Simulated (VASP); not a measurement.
Wanted: the native input for a VASP 6.6.1 run.

- Task: relaxation of cell and atoms
- Functional: PBE
- Potentials or basis: VASP PAW PBE potentials, release 64 (Hf_pv, N)
- Cutoff: 600 eV
- k mesh: 16 × 16 × 16
- Occupations: fermi-dirac, width 0.15 eV
- Spin: no spin polarisation
- Target pressure: 6 GPa
- Dipole correction: no
- Further INCAR settings: ALGO = Normal; EDIFF = 1e-07; IBRION = 2; EDIFFG = -0.001; NSW = 80; ISIF = 3

The structure of HfN lies in POSCAR:

```
HfN
1.0
    0.0000000000      2.2743602394      2.2743602394
    2.2743602394      0.0000000000      2.2743602394
    2.2743602394      2.2743602394      0.0000000000
Hf N
1 1
Direct
    0.0000000000      0.0000000000      0.0000000000
    0.5000000000      0.5000000000      0.5000000000
```

One way to write it, as run:

INCAR

```
SYSTEM = HfN
PREC = Accurate
ENCUT = 600
EDIFF = 1E-7
ISMEAR = -1
SIGMA = 0.15
LREAL = .False.
LASPH = .True.
NELM = 120
ALGO = Normal
ISIF = 3
LWAVE = .False.
LCHARG = .False.
GGA = PE
IBRION = 2
NSW = 80
EDIFFG = -0.001
PSTRESS = 60.0
GGA_COMPAT = .False.
NELMIN = 4
```

KPOINTS

```
regular mesh
0
Gamma
  16 16 16
  0 0 0
```

Potentials or basis: VASP PAW PBE potentials, release 64 (Hf_pv, N).

Launch:

```bash
$ cat potpaw_PBE.64/Hf_pv/POTCAR potpaw_PBE.64/N/POTCAR > POTCAR
$ mpirun -np 1 vasp_std > vasp.out
```

It gave:

```json
{"Relaxed volume": "11.41 Å³/atom", "Relaxed cell": "a = 3.184 Å, b = 3.184 Å, c = 3.184 Å, α = 60.00°, β = 60.00°, γ = 60.00°", "Space group after relaxing (to 0.05 Å)": "Fm-3m (No. 225)", "Energy change on relaxing (the enthalpy is what falls)": "+3.7 meV/atom", "Ionic steps": "4", "Pressure after relaxing": "6.0 GPa"}
```

Caveat: the cell is relaxed towards a set pressure, so the enthalpy falls and the energy may rise.

Wall time 4.1 min on 1 thread of Intel Xeon 8259CL, with other jobs on the host, peak memory 0.21 GiB.
